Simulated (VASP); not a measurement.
Write the native input for VASP 6.6.1 that does the following.

* Task: single point
* Functional: PBEsol
* Potentials or basis: VASP PAW PBE potentials, release 64 (Ni, Co, O)
* Cutoff: 520 eV
* k mesh: 7 × 7 × 5
* Occupations: fermi-dirac, width 0.05 eV
* Spin: collinear spin, ferromagnetic start
* Starting moments: [2.0, 4.0, 0.0, 0.0] μB
* Fixed moment: 6 μB
* Dipole correction: no
* Further INCAR settings: ALGO = Normal; EDIFF = 1e-07; NBANDS = 28

The structure of CoNiO2 lies in POSCAR:

```
CoNiO2
1.0
    3.0143330000      0.0000000000      0.0000000000
    0.0000000000      3.0143330000      0.0000000000
    0.0000000000      0.0000000000      4.2222850000
Ni Co O
1 1 2
Direct
    0.0000000000      0.0000000000      0.0000000000
    0.5000000000      0.5000000000      0.5000000000
    0.0000000000      0.0000000000      0.5000000000
    0.5000000000      0.5000000000      0.0000000000
```

These files were run (other wordings do the same):

INCAR

```
SYSTEM = CoNiO2
PREC = Accurate
ENCUT = 520
EDIFF = 1E-7
ISMEAR = -1
SIGMA = 0.05
LREAL = .FALSE.
LASPH = .TRUE.
NELM = 150
ALGO = Normal
ISIF = 2
LWAVE = .FALSE.
LCHARG = .FALSE.
ISPIN = 2
MAGMOM = 2 4 0 0
LORBIT = 11
NUPDOWN = 6.0
LMAXMIX = 4
GGA = PS
NBANDS = 28
```

KPOINTS

```
Automatic mesh
0
G
  7 7 5
  0 0 0
```

Potentials or basis: VASP PAW PBE potentials, release 64 (Ni, Co, O).

Run with:

```sh
$ cat potpaw_PBE.64/Ni/POTCAR potpaw_PBE.64/Co/POTCAR potpaw_PBE.64/O/POTCAR > POTCAR
$ mpirun -np 1 vasp_std > vasp.out
```

It gave:

The pressure is 1.5 GPa. The net moment is 6.00 μB per cell, the site moments are Ni +1.74; Co +2.88; O +0.53 μB and the valence electrons inside the program's atomic spheres are Ni 8.90; Co 7.72; O 4.94, 4.93.

Caveat: the PAW data sets were made with another functional, which shifts forces and pressure a little; the total moment is fixed, so each spin has its own Fermi level.

Wall time 3.1 min on 1 thread of AMD EPYC 7R13, on a shared host, peak memory 0.16 GiB.
